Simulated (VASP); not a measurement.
Here is a VASP 6.6.1 calculation.

The input POSCAR:

```
MgGeSb2
1.0
    4.4460021086      0.0000000000      0.0000000000
    0.0000000000      4.4460021086      0.0000000000
    0.0000000000      0.0000000000      6.5594958327
Mg Sb Ge
1 2 1
Direct
    0.0000000000      0.0000000000      0.0000000000
    0.0000000000      0.5000000000      0.2607511146
    0.5000000000      0.0000000000      0.7392488854
    0.5000000000      0.5000000000      0.5000000000
```

Contents of INCAR.step1:

```
PREC     = Accurate       # precision mode
ENCUT    = 520            # plane-wave cutoff, eV
ISMEAR   = -1             # smearing method
SIGMA    = 0.02           # smearing width, eV
LREAL    = F              # projectors in reciprocal space
LASPH    = T              # aspherical terms in the spheres
NELM     = 80             # most SCF steps
NBANDS   = 21             # bands
GGA      = PE             # functional
ALGO     = Normal         # electronic algorithm
EDIFF    = 1E-4           # SCF threshold, eV
LWAVE    = T              # write WAVECAR
LCHARG   = F              # write CHGCAR
```

The input INCAR.step2:

```
PREC     = Accurate       # precision mode
ENCUT    = 520            # plane-wave cutoff, eV
EDIFF    = 1E-6           # SCF threshold, eV
ISMEAR   = -1             # smearing method
SIGMA    = 0.02           # smearing width, eV
LREAL    = F              # projectors in reciprocal space
LASPH    = T              # aspherical terms in the spheres
NELM     = 80             # most SCF steps
ALGO     = Normal         # electronic algorithm
ISIF     = 2              # what is computed and relaxed
LWAVE    = F              # write WAVECAR
LCHARG   = F              # write CHGCAR
METAGGA  = R2SCAN         # meta-GGA
LMIXTAU  = T            
NBANDS   = 21             # bands
ISTART   = 1
```

Contents of KPOINTS:

```
regular mesh
0
Gamma
  6 6 4
```

Potentials or basis: VASP PAW PBE potentials, release 64 (Mg, Sb, Ge_d).

The run is started by

```bash
$ cat potpaw_PBE.64/Mg/POTCAR potpaw_PBE.64/Sb/POTCAR potpaw_PBE.64/Ge_d/POTCAR > POTCAR
$ cp INCAR.step1 INCAR
$ mpirun -np 1 vasp_std > vasp.out
$ cp INCAR.step2 INCAR
$ mpirun -np 1 vasp_std > vasp.out
```

Predict the largest force.

0.005 eV/Å.

Predict the band gap on the k mesh.

zero (bands 13 and 14 overlap by 0.26 eV).

Forces in eV/Å, atoms in the order of the input:
```
Mg   0.000  0.000  0.000
Sb   0.000  0.000  0.005
Sb   0.000  0.000 -0.005
Ge   0.000  0.000  0.000
```

Caveat: the PAW data sets were made with another functional, which shifts forces and pressure a little; spin-orbit coupling is left out, which moves the levels of the heavy elements.
